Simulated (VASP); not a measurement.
# Sr (P6_3/mmc) in VASP: further runs

Sr is run at these levels: LDA; tasks: single point.

All numbers are computed with VASP 6.6.1; they aren't measurements. Logs are shortened: lines on timing, memory, paths and dates and some standing lists are left out, and cuts for length are marked.

## 1. The cell of the first run

Symmetry: P6_3/mmc, No. 194, hexagonal system. The conventional cell has a = 4.310 Å, b = 4.310 Å, c = 7.050 Å, α = 90.00°, β = 90.00°, γ = 120.00°. Within 5.7 Å of Sr (site symmetry -6m2) lie 12 Sr at 4.31 Å.

This isn't the form of Sr at room conditions, which is fcc.

## 2. Single point, LDA

INCAR reads:

```
SYSTEM = Sr
ALGO     = Normal         ! electronic algorithm
EDIFF    = 1E-6           ! SCF threshold, eV
ENCUT    = 500            ! plane-wave cutoff, eV
GGA_COMPAT= .FALSE.      
ISIF     = 2              ! what is computed and relaxed
ISMEAR   = 1              ! smearing method
LASPH    = .TRUE.         ! aspherical terms in the spheres
LCHARG   = .TRUE.         ! write CHGCAR
LELF     = .TRUE.         ! ELF
LREAL    = .FALSE.        ! projectors in reciprocal space
LVHAR    = .TRUE.       
LWAVE    = .FALSE.        ! write WAVECAR
NBANDS   = 17             ! bands
NELM     = 120            ! most SCF steps
PREC     = Accurate       ! precision mode
SIGMA    = 0.15           ! smearing width, eV
```

KPOINTS reads:

```
k-points
0
G
  3 3 2
  0 0 0
```

POSCAR reads:

```
Sr
1.0
    4.3100000000      0.0000000000      0.0000000000
   -2.1550000000      3.7325694903      0.0000000000
    0.0000000000      0.0000000000      7.0500000000
Sr
2
Direct
    0.3333333333      0.6666666667      0.2500000000
    0.6666666667      0.3333333333      0.7500000000
```

Potentials or basis: VASP PAW LDA potentials, release 64 (Sr_sv).

Command:

```
> cat potpaw_LDA.64/Sr_sv/POTCAR > POTCAR
> mpirun -np 1 vasp_std > vasp.out
```

OUTCAR:

```text
SYSTEM = Sr
   EDIFF = 1E-6
   ENCUT = 500
   ISIF = 2
   ISMEAR = 1
   LASPH = .TRUE.
   LREAL = .FALSE.
   NELM = 120
   PREC = Accurate

 ion  position               nearest neighbor table
   1  0.333  0.667  0.250-   2 4.31   2 4.31   2 4.31   2 4.31   2 4.31   2 4.31
   2  0.667  0.333  0.750-   1 4.31   1 4.31   1 4.31   1 4.31   1 4.31   1 4.31

  LATTYP: Found a hexagonal cell.
 ALAT       =     4.3100000000
 C/A-ratio  =     1.6357308585

  Lattice vectors:

 A1 = (   4.3100000000,   0.0000000000,   0.0000000000)
 A2 = (  -2.1550000000,   3.7325694903,   0.0000000000)
 A3 = (   0.0000000000,   0.0000000000,   7.0500000000)

Analysis of symmetry for initial positions (statically):
=====================================================================
 Subroutine PRICEL returns:
 Original cell was already a primitive cell.

 Routine SETGRP: Setting up the symmetry group for a
 hexagonal supercell.

 Subroutine GETGRP returns: Found 24 space group operations
 (whereof 12 operations were pure point group operations)
 out of a pool of 24 trial point group operations.

The static configuration has the point symmetry D_3d.
 The point group associated with its full space group is D_6h.

Analysis of symmetry for dynamics (positions and initial velocities):
=====================================================================
 Subroutine PRICEL returns:
 Original cell was already a primitive cell.

 Routine SETGRP: Setting up the symmetry group for a
 hexagonal supercell.

 Subroutine GETGRP returns: Found 24 space group operations
 (whereof 12 operations were pure point group operations)
 out of a pool of 24 trial point group operations.

The dynamic configuration has the point symmetry D_3d.
 The point group associated with its full space group is D_6h.

 Subroutine INISYM returns: Found 24 space group operations
 (whereof 12 operations are pure point group operations),
 and found     1 'primitive' translations

----------------------------------------------------------------------------------------

                                     Primitive cell

  volume of cell :     113.4160

  direct lattice vectors                    reciprocal lattice vectors
     4.310000000  0.000000000  0.000000000     0.232018561  0.133955979  0.000000000
    -2.155000000  3.732569490  0.000000000     0.000000000  0.267911958  0.000000000
     0.000000000  0.000000000  7.050000000     0.000000000  0.000000000  0.141843972

  length of vectors
     4.310000000  4.310000000  7.050000000     0.267911958  0.267911958  0.141843972

  position of ions in fractional coordinates (direct lattice)
     0.333333333  0.666666667  0.250000000
     0.666666667  0.333333333  0.750000000

  ion indices of the primitive-cell ions
   primitive index   ion index
                 1           1
                 2           2

----------------------------------------------------------------------------------------

 KPOINTS: k-points

Automatic generation of k-mesh.
 Grid dimensions read from file:
 generate k-points for:    3    3    2

 Generating k-lattice:

  Cartesian coordinates                     Fractional coordinates (reciprocal lattice)
     0.077339520  0.044651993  0.000000000     0.333333333  0.000000000  0.000000000
     0.000000000  0.089303986  0.000000000     0.000000000  0.333333333  0.000000000
     0.000000000  0.000000000  0.070921986     0.000000000  0.000000000  0.500000000

  Length of vectors
     0.089303986  0.089303986  0.070921986

  Shift w.r.t. Gamma in fractional coordinates (k-lattice)
     0.000000000  0.000000000  0.000000000

 Subroutine IBZKPT returns following result:
 ===========================================

 Found      6 irreducible k-points:

 Following reciprocal coordinates:
            Coordinates               Weight
  0.000000  0.000000  0.000000      1.000000
  0.333333  0.000000  0.000000      6.000000
  0.333333  0.333333  0.000000      2.000000
  0.000000  0.000000  0.500000      1.000000
  0.333333  0.000000  0.500000      6.000000
  0.333333  0.333333  0.500000      2.000000
   k-points           NKPTS =      6   k-points in BZ     NKDIM =      6   number of bands    NBANDS=     17
   number of dos      NEDOS =    301   number of ions     NIONS =      2
   total plane-waves  NPLWV =  55296
   dimension x,y,z NGX =    32 NGY =   32 NGZ =   54
   dimension x,y,z NGXF=    64 NGYF=   64 NGZF=  108
   ions per type =               2
   NGX,Y,Z   is equivalent  to a cutoff of  12.34, 12.34, 12.73 a.u.
   NGXF,Y,Z  is equivalent  to a cutoff of  24.69, 24.69, 25.47 a.u.
 SYSTEM =  Sr
   PREC   = accura    normal or accurate (medium, high low for compatibility)
   ISTART =      0    job   : 0-new  1-cont  2-samecut
   ICHARG =      2    charge: 1-file 2-atom 10-const
   ISPIN  =      1    spin polarized calculation?
   LNONCOLLINEAR =      F non collinear calculations
   LSORBIT =      F    spin-orbit coupling
   LASPH  =      T    aspherical Exc in radial PAW
   ENCUT  =  500.0 eV  36.75 Ry    6.06 a.u.   7.86  7.86 12.85*2*pi/ulx,y,z
   NELM   =    120;   NELMIN=  2; NELMDL= -5     # of ELM steps
   EDIFF  = 0.1E-05   stopping-criterion for ELM
   LREAL  =      F    real-space projection
   EDIFFG = 0.1E-04   stopping-criterion for IOM
   NSW    =      0    number of steps for IOM
   IBRION =     -1    ionic relax: 0-MD 1-quasi-New 2-CG
   NFREE  =      0    steps in history (QN), initial steepest desc. (CG)
   ISIF   =      2    stress and relaxation
   ISYM   =      2    0-nonsym 1-usesym 2-fastsym
   POTIM  = 0.5000    time-step for ionic-motion
   TEBEG  =    0.0;   TEEND  =   0.0 temperature during run
   PSTRESS=    0.0 pullay stress
   NELECT =      20.0000    total number of electrons
   NUPDOWN=      -1.0000    fix difference up-down
   EMIN   =  10.00;   EMAX   =-10.00  energy-range for DOS
   EFERMI =   0.00;   METHOD = LEGACY
   ISMEAR =     1;   SIGMA  =   0.15  broadening in eV -4-tet -1-fermi 0-gaus
   EFERMI_NEDOS =   21; number of points for ismear=-14 and -15
   IALGO  =     38    algorithm
   IMIX   =      4    mixing-type and parameters
     AMIX     =   0.40;   BMIX     =  1.00
     AMIX_MAG =   1.60;   BMIX_MAG =  1.00
  volume/ion in A,a.u.               =      56.71       382.68
  Fermi-wavevector in a.u.,A,eV,Ry     =   0.918037  1.734838 11.466874  0.842791
  Thomas-Fermi vector in A             =   2.043073
   LORBIT       =      0    0 simple, 1 ext, 2 COOP (PROOUT), +10 PAW based schemes
   GGA     = CA    functional components
   LHFCALC =     F    Hartree Fock is set to
   AEXX    =    0.0000 exact exchange contribution
   IVDW    =     0    specifies the selected vdW correction
   LEPSILON=     F    determine dielectric tensor
   LRPA    =     F    only Hartree local field effects (RPA)
 non-spin polarized calculation
 Methfessel and Paxton  Order N= 1 SIGMA  =   0.15
  energy-cutoff  :      500.00
  volume of cell :      113.42
 maximum number of plane-waves:      2910
 NGX is ok and might be reduce to    32
   NGX = 15   NGY = 15   NGZ = 25

 number of electron      20.0000000 magnetization

 Free energy of the ion-electron system (eV)
  ---------------------------------------------------
  ext. energy  EPLUGINS =         0.00000000
  ---------------------------------------------------
  free energy    TOTEN  =        -3.43591480 eV

  energy without entropy =       -3.41203841  energy(sigma->0) =       -3.42795601

 E-fermi :   1.3701     XC(G=0):  -7.4558

 val. band max:        1.3577274648   @ k =   0.3333   0.0000   0.0000
 cond. band min:       1.4013435588   @ k =   0.0000   0.0000   0.0000
 fundamental gap:      0.0436160940
 Fermi energy:         1.3701139854

 k-point     1 :       0.0000    0.0000    0.0000
  band No.  band energies     occupation
      1     -35.1576      2.00000
      2     -35.1453      2.00000
      3     -17.3379      2.00000
      4     -17.1693      2.00000
      5     -17.1693      2.00000
      6     -17.1580      2.00000
      7     -17.1444      2.00000
      8     -17.1444      2.00000
      9      -2.2901      2.00000
     10       0.1736      2.00000
     11       1.4013      0.65595
     12       3.4993     -0.00000
     13       3.5258     -0.00000
     14       3.5258     -0.00000
     15       3.9118     -0.00000
     16       3.9118     -0.00000
     17       4.3935      0.00000

 k-point     2 :       0.3333    0.0000    0.0000
  band No.  band energies     occupation
      1     -35.1487      2.00000
      2     -35.1416      2.00000
      3     -17.2856      2.00000
      4     -17.2736      2.00000
      5     -17.2481      2.00000
      6     -17.2006      2.00000
      7     -17.1826      2.00000
      8     -17.1631      2.00000
      9      -0.8846      2.00000
     10       1.3400      1.33205
     11       1.3577      1.13924
     12       1.8098     -0.00027
     13       2.8635     -0.00000
     14       2.9807     -0.00000
     15       3.5912     -0.00000
     16       4.6810      0.00000
     17       4.8636      0.00000

 k-point     3 :       0.3333    0.3333    0.0000
  band No.  band energies     occupation
      1     -35.1421      2.00000
      2     -35.1421      2.00000
      3     -17.2793      2.00000
      4     -17.2541      2.00000
      5     -17.2541      2.00000
      6     -17.2272      2.00000
      7     -17.2272      2.00000
      8     -17.2265      2.00000
      9       1.0726      2.01685
     10       1.0726      2.01685
     11       1.2395      2.01196
     12       1.6816     -0.01240
     13       2.6141     -0.00000
     14       2.6141     -0.00000
     15       3.3352     -0.00000
     16       4.7415      0.00000
     17       4.7419      0.00000

 k-point     4 :       0.0000    0.0000    0.5000
  band No.  band energies     occupation
      1     -35.1514      2.00000
      2     -35.1514      2.00000
      3     -17.2493      2.00000
      4     -17.2493      2.00000
      5     -17.1568      2.00000
      6     -17.1568      2.00000
      7     -17.1568      2.00000
      8     -17.1568      2.00000
      9      -1.3683      2.00000
     10      -1.3683      2.00000
     11       2.5439     -0.00000
     12       2.5439     -0.00000
     13       3.5170     -0.00000
     14       3.5170     -0.00000
     15       3.5170     -0.00000
     16       3.5170     -0.00000
     17       5.3129      0.00000

 k-point     5 :       0.3333    0.0000    0.5000
  band No.  band energies     occupation
      1     -35.1452      2.00000
      2     -35.1452      2.00000
      3     -17.2922      2.00000
      4     -17.2922      2.00000
      5     -17.2028      2.00000
      6     -17.2028      2.00000
      7     -17.1819      2.00000
      8     -17.1819      2.00000
      9      -0.1550      2.00000
     10      -0.1550      2.00000
     11       2.0223     -0.00000
     12       2.0223     -0.00000
     13       2.7239     -0.00000
     14       2.7239     -0.00000
     15       4.1379     -0.00000
     16       4.1379     -0.00000
     17       5.2716      0.00000

 k-point     6 :       0.3333    0.3333    0.5000
  band No.  band energies     occupation
      1     -35.1421      2.00000
      2     -35.1421      2.00000
      3     -17.2931      2.00000
      4     -17.2931      2.00000
      5     -17.2530      2.00000
      6     -17.2530      2.00000
      7     -17.1875      2.00000
      8     -17.1875      2.00000
      9       1.4608      0.15613
     10       1.4608      0.15613
     11       1.5149     -0.04229
     12       1.5149     -0.04229
     13       1.7728     -0.00098
     14       1.7728     -0.00098
     15       4.0529     -0.00000
     16       4.0529     -0.00000
     17       5.2723      0.00000

------------------------ aborting loop because EDIFF is reached ----------------------------------------

  FORCE on cell =-STRESS in cart. coord.  units (eV):
  Direction    XX          YY          ZZ          XY          YZ          ZX
  --------------------------------------------------------------------------------------
  -------------------------------------------------------------------------------------
  Total       -1.2528878     -1.2528878     -0.8791559      0.0000000      0.0000000      0.0000000
  in kB      -17.6989893    -17.6989893    -12.4194450      0.0000000      0.0000000      0.0000000
  external PRESSURE =     -15.9391412 kB  Pullay stress =       0.0000000 kB

 VOLUME and BASIS-vectors are now :
 -----------------------------------------------------------------------------
  energy-cutoff  :      500.00
  volume of cell :      113.42
      direct lattice vectors                 reciprocal lattice vectors
     4.310000000  0.000000000  0.000000000     0.232018561  0.133955979  0.000000000
    -2.155000000  3.732569490  0.000000000     0.000000000  0.267911958  0.000000000
     0.000000000  0.000000000  7.050000000     0.000000000  0.000000000  0.141843972

 POSITION                                       TOTAL-FORCE (eV/Angst)
 -----------------------------------------------------------------------------------
     -0.00000      2.48838      1.76250        -0.000000      0.000000      0.000000
      2.15500      1.24419      5.28750         0.000000      0.000000      0.000000
 -----------------------------------------------------------------------------------
    total drift:                                0.000000     -0.000000      0.000000

  FREE ENERGIE OF THE ION-ELECTRON SYSTEM (eV)
  ---------------------------------------------------
  free  energy   TOTEN  =        -3.4359148048 eV

  energy  without entropy=       -3.4120384074  energy(sigma->0) =       -3.42795601
```

Wall time 7.9 s (1 thread of Intel Xeon Platinum 8488C (Sapphire Rapids), shared host); peak memory 0.18 GiB.

Results:

| Item | Value |
| --- | --- |
| Free energy | -3.4359 eV |
| Pressure | -1.6 GPa |
| Band gap on the k mesh | zero (bands 10 and 11 overlap by 0.22 eV) |

Caveat: the k points lie up to 0.56 Å⁻¹ apart.

## 3. Single point, LDA

INCAR reads:

```
  ALGO = Normal
  EDIFF = 1E-6
  ENCUT = 500
  GGA = CA
  GGA_COMPAT = False
  ISIF = 2
  ISMEAR = 1
  LASPH = True
  LCHARG = True
  LELF = True
  LREAL = False
  LVHAR = True
  LWAVE = False
  NBANDS = 17
  NELM = 120
  PREC = Accurate
  SIGMA = 0.15
```

KPOINTS reads:

```
k-points
0
Gamma
  4 4 2
```

POSCAR is that of step 2.

Potentials or basis: VASP PAW LDA potentials, release 64 (Sr_sv).

Command:

```
> cat potpaw_LDA.64/Sr_sv/POTCAR > POTCAR
> mpirun -np 1 vasp_std > vasp.out
```

It took 9.5 s on 1 thread of Intel Xeon Platinum 8488C (Sapphire Rapids), shared host; peak memory 0.18 GiB.

Results (log left out):

```yaml
Free_energy: -3.7003 eV
Pressure: -1.6 GPa
Band_gap_on_the_k_mesh: zero (bands 10 and 11 overlap by 0.15 eV)
```

Stress tensor (GPa, compression positive):
```
-2.05  0.00  0.00
 0.00 -2.05  0.00
 0.00  0.00 -0.56
```

Levels at points of the mesh, in eV from the Fermi level:
```
           k point  band 6  band 7  band 8  band 9  band 10  band 11  band 12  band 13  band 14  band 15
(0.00, 0.00, 0.00)  -18.60  -18.60  -18.57   -3.70    -1.25     0.01     2.09     2.09     2.09     2.47
(0.50, 0.00, 0.00)  -18.66  -18.62  -18.62   -1.22    -0.61     0.00     0.15     1.18     1.71     2.00
(0.00, 0.00, 0.50)  -18.61  -18.61  -18.61   -2.78    -2.78     1.14     1.14     2.08     2.08     2.08
(0.50, 0.00, 0.50)  -18.64  -18.63  -18.63   -0.90    -0.90     0.17     0.17     1.18     1.18     2.77
```

Caveat: the k points lie up to 0.45 Å⁻¹ apart.

## 4. Single point, LDA

INCAR reads:

```
SYSTEM = Sr
ALGO = Normal
EDIFF = 1E-6
ENCUT = 500
GGA_COMPAT = .False.
ISIF = 2
ISMEAR = 1
LASPH = .True.
LCHARG = .True.
LELF = .True.
LREAL = .False.
LVHAR = .True.
LWAVE = .False.
NBANDS = 17
NELM = 120
PREC = Accurate
SIGMA = 0.15
```

KPOINTS reads:

```
k-points
0
Gamma
  5 5 3
  0 0 0
```

POSCAR is that of step 3.

Command:

```
> cat potpaw_LDA.64/Sr_sv/POTCAR > POTCAR
> mpirun -np 1 vasp_std > vasp.out
```

Wall time 11 s (1 thread of Intel Xeon Platinum 8488C (Sapphire Rapids), shared host); peak memory 0.19 GiB.

The run converged. Its results:

```
Free energy            : -3.6969 eV
Pressure               : -1.6 GPa
Band gap on the k mesh : zero (bands 10 and 11 overlap by 0.04 eV)
```

Levels at points of the mesh, in eV from the Fermi level:
```tsv
k point	band 7	band 8	band 9	band 10	band 11	band 12	band 13	band 14
(0.00, 0.00, 0.00)	-18.55	-18.55	-3.66	-1.21	0.05	2.12	2.14	2.14
```

## 5. The runs side by side

| k mesh | gap on the mesh (eV) | pressure (GPa) |
| --- | --- | --- |
| 3 × 3 × 2 | none | -1.6 |
| 4 × 4 × 2 | none | -1.6 |
| 5 × 5 × 3 | none | -1.6 |

Alike in all rows: task single point; level LDA; potentials or basis VASP PAW LDA potentials, release 64 (Sr_sv); no spin polarisation; cell as given; cutoff (eV) 500; smearing methfessel-paxton 0.15 eV.

Caveats: some runs use coarse meshes.

Total energies depend on the potentials used, so only differences within one code and one set of settings carry meaning.
